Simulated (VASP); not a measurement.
# MgS in VASP: notebook, part 2 of 3

VASP 6.6.1. Earlier steps stand in the parts before.

**3. Single point, PBE (strain +0.080 along x and y, +0.080 along z)**

The input, INCAR:

```
SYSTEM = MgS
PREC = Accurate ; ENCUT = 520
EDIFF = 1E-6 ; ISMEAR = 0
SIGMA = 0.05 ; LREAL = .FALSE.
LASPH = .TRUE. ; NELM = 60
ALGO = Normal ; ISIF = 2
LWAVE = .FALSE. ; LCHARG = .TRUE.
GGA = PE ; LELF = .TRUE.
LVHAR = .TRUE. ; NBANDS = 11
```

The input, KPOINTS:

```
regular mesh
0
G
  8 8 8
  0 0 0
```

The input, POSCAR:

```
MgS
1.0
    0.0000000000      2.8097820000      2.8097820000
    2.8097820000      0.0000000000      2.8097820000
    2.8097820000      2.8097820000      0.0000000000
Mg S
1 1
Direct
    0.0000000000      0.0000000000      0.0000000000
    0.5000000000      0.5000000000      0.5000000000
```

Potentials or basis: VASP PAW PBE potentials, release 64 (Mg, S).

On the command line:

```sh
$ cat potpaw_PBE.64/Mg/POTCAR potpaw_PBE.64/S/POTCAR > POTCAR
$ mpirun -np 1 vasp_std > vasp.out
```

OUTCAR:

```text
SYSTEM = MgS
   PREC = Accurate
   ENCUT = 520
   EDIFF = 1E-6
   ISMEAR = 0
   LREAL = .FALSE.
   LASPH = .TRUE.
   NELM = 60
   ISIF = 2
   GGA = PE

 ion  position               nearest neighbor table
   1  0.000  0.000  0.000-   2 2.81   2 2.81   2 2.81   2 2.81   2 2.81   2 2.81
   2  0.500  0.500  0.500-   1 2.81   1 2.81   1 2.81   1 2.81   1 2.81   1 2.81

  LATTYP: Found a face centered cubic cell.
 ALAT       =     5.6195640000

  Lattice vectors:

 A1 = (   0.0000000000,   2.8097820000,   2.8097820000)
 A2 = (   2.8097820000,   0.0000000000,   2.8097820000)
 A3 = (   2.8097820000,   2.8097820000,   0.0000000000)

Analysis of symmetry for initial positions (statically):
=====================================================================
 Subroutine PRICEL returns:
 Original cell was already a primitive cell.

 Routine SETGRP: Setting up the symmetry group for a
 face centered cubic supercell.

 Subroutine GETGRP returns: Found 48 space group operations
 (whereof 48 operations were pure point group operations)
 out of a pool of 48 trial point group operations.

The static configuration has the point symmetry O_h .

Analysis of symmetry for dynamics (positions and initial velocities):
=====================================================================
 Subroutine PRICEL returns:
 Original cell was already a primitive cell.

 Routine SETGRP: Setting up the symmetry group for a
 face centered cubic supercell.

 Subroutine GETGRP returns: Found 48 space group operations
 (whereof 48 operations were pure point group operations)
 out of a pool of 48 trial point group operations.

The dynamic configuration has the point symmetry O_h .

 Subroutine INISYM returns: Found 48 space group operations
 (whereof 48 operations are pure point group operations),
 and found     1 'primitive' translations

----------------------------------------------------------------------------------------

                                     Primitive cell

  volume of cell :      44.3658

  direct lattice vectors                    reciprocal lattice vectors
     0.000000000  2.809782000  2.809782000    -0.177949748  0.177949748  0.177949748
     2.809782000  0.000000000  2.809782000     0.177949748 -0.177949748  0.177949748
     2.809782000  2.809782000  0.000000000     0.177949748  0.177949748 -0.177949748

  length of vectors
     3.973631812  3.973631812  3.973631812     0.308218005  0.308218005  0.308218005

  position of ions in fractional coordinates (direct lattice)
     0.000000000  0.000000000  0.000000000
     0.500000000  0.500000000  0.500000000

  ion indices of the primitive-cell ions
   primitive index   ion index
                 1           1
                 2           2

----------------------------------------------------------------------------------------

 KPOINTS: regular mesh

Automatic generation of k-mesh.
 Grid dimensions read from file:
 generate k-points for:    8    8    8

 Generating k-lattice:

  Cartesian coordinates                     Fractional coordinates (reciprocal lattice)
    -0.022243719  0.022243719  0.022243719     0.125000000  0.000000000  0.000000000
[... 39 lines left out ...]
 -0.375000  0.250000  0.125000     24.000000
 [... further k-points ...]
   k-points           NKPTS =     29   k-points in BZ     NKDIM =     29   number of bands    NBANDS=     11
   number of dos      NEDOS =    301   number of ions     NIONS =      2
   total plane-waves  NPLWV =  27000
   dimension x,y,z NGX =    30 NGY =   30 NGZ =   30
   dimension x,y,z NGXF=    60 NGYF=   60 NGZF=   60
   ions per type =               1   1
   NGX,Y,Z   is equivalent  to a cutoff of  12.55, 12.55, 12.55 a.u.
   NGXF,Y,Z  is equivalent  to a cutoff of  25.10, 25.10, 25.10 a.u.
 SYSTEM =  MgS
   PREC   = accura    normal or accurate (medium, high low for compatibility)
   ISTART =      0    job   : 0-new  1-cont  2-samecut
   ICHARG =      2    charge: 1-file 2-atom 10-const
   ISPIN  =      1    spin polarized calculation?
   LNONCOLLINEAR =      F non collinear calculations
   LSORBIT =      F    spin-orbit coupling
   LASPH  =      T    aspherical Exc in radial PAW
   ENCUT  =  520.0 eV  38.22 Ry    6.18 a.u.   7.39  7.39  7.39*2*pi/ulx,y,z
   NELM   =     60;   NELMIN=  2; NELMDL= -5     # of ELM steps
   EDIFF  = 0.1E-05   stopping-criterion for ELM
   LREAL  =      F    real-space projection
   EDIFFG = 0.1E-04   stopping-criterion for IOM
   NSW    =      0    number of steps for IOM
   IBRION =     -1    ionic relax: 0-MD 1-quasi-New 2-CG
   NFREE  =      0    steps in history (QN), initial steepest desc. (CG)
   ISIF   =      2    stress and relaxation
   ISYM   =      2    0-nonsym 1-usesym 2-fastsym
   POTIM  = 0.5000    time-step for ionic-motion
   TEBEG  =    0.0;   TEEND  =   0.0 temperature during run
   PSTRESS=    0.0 pullay stress
   NELECT =       8.0000    total number of electrons
   NUPDOWN=      -1.0000    fix difference up-down
   EMIN   =  10.00;   EMAX   =-10.00  energy-range for DOS
   EFERMI =   0.00;   METHOD = LEGACY
   ISMEAR =     0;   SIGMA  =   0.05  broadening in eV -4-tet -1-fermi 0-gaus
   EFERMI_NEDOS =   21; number of points for ismear=-14 and -15
   IALGO  =     38    algorithm
   IMIX   =      4    mixing-type and parameters
     AMIX     =   0.40;   BMIX     =  1.00
     AMIX_MAG =   1.60;   BMIX_MAG =  1.00
  volume/ion in A,a.u.               =      22.18       149.70
  Fermi-wavevector in a.u.,A,eV,Ry     =   0.924887  1.747784 11.638651  0.855417
  Thomas-Fermi vector in A             =   2.050682
   LORBIT       =      0    0 simple, 1 ext, 2 COOP (PROOUT), +10 PAW based schemes
   GGA     = PE    functional components
   LHFCALC =     F    Hartree Fock is set to
   AEXX    =    0.0000 exact exchange contribution
   IVDW    =     0    specifies the selected vdW correction
   LEPSILON=     F    determine dielectric tensor
   LRPA    =     F    only Hartree local field effects (RPA)
 non-spin polarized calculation
 Gauss-broadening in eV      SIGMA  =   0.05
  energy-cutoff  :      520.00
  volume of cell :       44.37
 maximum number of plane-waves:      1243
 NGX is ok and might be reduce to    30
   NGX = 15   NGY = 15   NGZ = 15

 number of electron       8.0000001 magnetization

 Free energy of the ion-electron system (eV)
  ---------------------------------------------------
  ext. energy  EPLUGINS =         0.00000000
  ---------------------------------------------------
  free energy    TOTEN  =        -8.16087612 eV

  energy without entropy =       -8.16087612  energy(sigma->0) =       -8.16087612

 E-fermi :   2.1791     XC(G=0):  -8.7739

 val. band max:        1.9124934698   @ k =   0.0000   0.0000   0.0000
 cond. band min:       4.0540224467   @ k =   0.0000   0.0000   0.0000
 fundamental gap:      2.1415289768
 Fermi energy:         2.1791005747

 k-point     1 :       0.0000    0.0000    0.0000
  band No.  band energies     occupation
      1      -9.6482      2.00000
      2       1.9125      2.00000
      3       1.9125      2.00000
      4       1.9125      2.00000
      5       4.0540      0.00000
      6       9.9021      0.00000
      7       9.9021      0.00000
      8       9.9021      0.00000
      9      11.9335      0.00000
     10      11.9335      0.00000
     11      13.1966      0.00000
[... 309 lines left out ...]
 k-point    24 :      -0.3750    0.2500    0.1250
  band No.  band energies     occupation
      1      -8.7292      2.00000
      2      -1.3972      2.00000
      3       0.3776      2.00000
      4       1.1154      2.00000
      5       6.7827      0.00000
      6       7.4709      0.00000
      7       9.5601      0.00000
      8      10.1498      0.00000
      9      13.1500      0.00000
     10      13.4903      0.00000
     11      16.1331      0.00000

 [... further k-points ...]

------------------------ aborting loop because EDIFF is reached ----------------------------------------

  FORCE on cell =-STRESS in cart. coord.  units (eV):
  Direction    XX          YY          ZZ          XY          YZ          ZX
  --------------------------------------------------------------------------------------
  -------------------------------------------------------------------------------------
  Total       -2.8948873     -2.8948873     -2.8948873      0.0000000      0.0000000     -0.0000000
  in kB     -104.5428571   -104.5428571   -104.5428571      0.0000000      0.0000000     -0.0000000
  external PRESSURE =    -104.5428571 kB  Pullay stress =       0.0000000 kB

 VOLUME and BASIS-vectors are now :
 -----------------------------------------------------------------------------
  energy-cutoff  :      520.00
  volume of cell :       44.37
      direct lattice vectors                 reciprocal lattice vectors
     0.000000000  2.809782000  2.809782000    -0.177949748  0.177949748  0.177949748
     2.809782000  0.000000000  2.809782000     0.177949748 -0.177949748  0.177949748
     2.809782000  2.809782000  0.000000000     0.177949748  0.177949748 -0.177949748

 POSITION                                       TOTAL-FORCE (eV/Angst)
 -----------------------------------------------------------------------------------
      0.00000      0.00000      0.00000        -0.000000     -0.000000      0.000000
      2.80978      2.80978      2.80978         0.000000      0.000000     -0.000000
 -----------------------------------------------------------------------------------
    total drift:                               -0.000000     -0.000000      0.000000

  FREE ENERGIE OF THE ION-ELECTRON SYSTEM (eV)
  ---------------------------------------------------
  free  energy   TOTEN  =        -8.1608761193 eV

  energy  without entropy=       -8.1608761193  energy(sigma->0) =       -8.16087612
```

OSZICAR:

```text
N       E                     dE             d eps       ncg     rms          rms(c)
DAV:   1     0.229332200363E+02    0.22933E+02   -0.34559E+03   646   0.584E+02
DAV:   2    -0.684054133309E+01   -0.29774E+02   -0.28471E+02   768   0.944E+01
DAV:   3    -0.869186215254E+01   -0.18513E+01   -0.18482E+01   803   0.259E+01
DAV:   4    -0.870509869819E+01   -0.13237E-01   -0.13235E-01   733   0.261E+00
DAV:   5    -0.870523695042E+01   -0.13825E-03   -0.13825E-03   784   0.270E-01    0.372E+00
DAV:   6    -0.821083377279E+01    0.49440E+00   -0.12845E+00   727   0.397E+00    0.274E+00
DAV:   7    -0.816474528805E+01    0.46088E-01   -0.23016E-01   763   0.190E+00    0.199E+00
DAV:   8    -0.816159381155E+01    0.31515E-02   -0.25185E-02   683   0.936E-01    0.101E+00
DAV:   9    -0.816087991236E+01    0.71390E-03   -0.16661E-03   722   0.207E-01    0.444E-01
DAV:  10    -0.816087094152E+01    0.89708E-05   -0.41232E-04   737   0.888E-02    0.117E-02
DAV:  11    -0.816087648766E+01   -0.55461E-05   -0.76833E-06   751   0.163E-02    0.335E-02
DAV:  12    -0.816087611927E+01    0.36839E-06   -0.72712E-07   597   0.446E-03
   1 F= -.81608761E+01 E0= -.81608761E+01  d E =-.742174E-16
```

It took 24 s on 1 thread of AMD EPYC 7R13, shared host; peak memory 0.14 GiB.

Results:

| Item | Value |
| --- | --- |
| Free energy | -8.1609 eV |
| Pressure | -10.5 GPa |
| Band gap on the k mesh | 2.14 eV, direct |

Caveat: the cell differs from its parent crystal (strain +0.080 along x and y, +0.080 along z). A k mesh can miss the band edges.

**4. Single point, PBE (strain -0.080 along x and y, -0.040 along z)**

The input, INCAR:

```
SYSTEM = MgS
  PREC = Accurate
  ENCUT = 520
  EDIFF = 1E-7
  ISMEAR = 0
  SIGMA = 0.05
  LREAL = .False.
  LASPH = .True.
  NELM = 80
  ALGO = Normal
  ISIF = 2
  LWAVE = .False.
  LCHARG = .True.
  GGA = PE
  LELF = .True.
  LVHAR = .True.
  NBANDS = 11
```

The input, KPOINTS:

```
Automatic mesh
0
Gamma
  8 8 8
  0 0 0
```

The input, POSCAR:

```
MgS
1.0
    0.0000000000      2.3935180000      2.4975840000
    2.3935180000      0.0000000000      2.4975840000
    2.3935180000      2.3935180000      0.0000000000
Mg S
1 1
Direct
    0.0000000000      0.0000000000      0.0000000000
    0.5000000000      0.5000000000      0.5000000000
```

On the command line:

```sh
$ cat potpaw_PBE.64/Mg/POTCAR potpaw_PBE.64/S/POTCAR > POTCAR
$ mpirun -np 1 vasp_std > vasp.out
```

Wall time 45 s (1 thread of AMD EPYC 7R13, shared host); peak memory 0.14 GiB.

It converged, with:

| Item | Value |
| --- | --- |
| Free energy | -8.0076 eV |
| Pressure | 26.1 GPa |
| Band gap on the k mesh | 3.01 eV, indirect (least direct gap 5.20 eV) |

Stress tensor (GPa, compression positive):
```
29.92  0.00  0.00
 0.00 29.92  0.00
 0.00  0.00 18.52
```

Levels at points of the mesh, in eV from the valence-band top:
```csv
k point,band 1,band 2,band 3,band 4,band 5,band 6,band 7,band 8,band 9
"(0.00, 0.00, 0.00)",-14.14,-0.15,-0.15,0.00,5.46,7.29,7.80,7.80,10.08
"(0.50, 0.00, 0.00)",-12.23,-6.16,-1.08,-0.88,4.66,6.79,7.28,12.15,13.56
"(0.50, 0.50, 0.00)",-11.83,-5.57,-2.13,-2.13,3.33,3.63,13.22,13.82,15.76
"(0.50, 0.00, 0.50)",-11.59,-5.47,-2.59,-2.19,3.01,3.47,13.29,14.19,14.76
```

Caveat: the cell differs from its parent crystal (strain -0.080 along x and y, -0.040 along z). A k mesh can miss the band edges.

(Part 2 of 3 ends here.)
